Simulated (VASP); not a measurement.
Input of a VASP 6.6.1 run:

File INCAR:

```
  PREC = Accurate
  ENCUT = 600
  EDIFF = 1E-6
  ISMEAR = 0
  SIGMA = 0.1
  LREAL = False
  LASPH = True
  NELM = 120
  ALGO = Normal
  ISIF = 2
  LWAVE = False
  LCHARG = False
  GGA = PE
  NBANDS = 22
  GGA_COMPAT = False
```

Contents of KPOINTS:

```
Automatic mesh
0
Gamma
  6 6 6
```

File POSCAR:

```
As
1.0
    1.4048131583     -4.2092999068      0.0208808903
    1.4048131583      4.2092999068      0.0208808903
   -0.0690263213      0.0000000000      3.7460993349
As
2
Direct
    0.8993326213      0.1006673787      0.2500000000
    0.1006673787      0.8993326213      0.7500000000
```

Potentials or basis: VASP PAW PBE potentials, release 64 (As_d).

The run is started by

```bash
$ cat potpaw_PBE.64/As_d/POTCAR > POTCAR
$ mpirun -np 1 vasp_std > vasp.out
```

**Question.** What does it give for the pressure?

**Answer.** 0.1 GPa.

**Question.** Estimate the largest force.

**Answer.** 0.019 eV/Å.

Forces on the atoms (eV/Å):
```
As   0.000  0.019  0.000
As   0.000 -0.019  0.000
```

Caveat: the k points lie up to 0.39 Å⁻¹ apart.
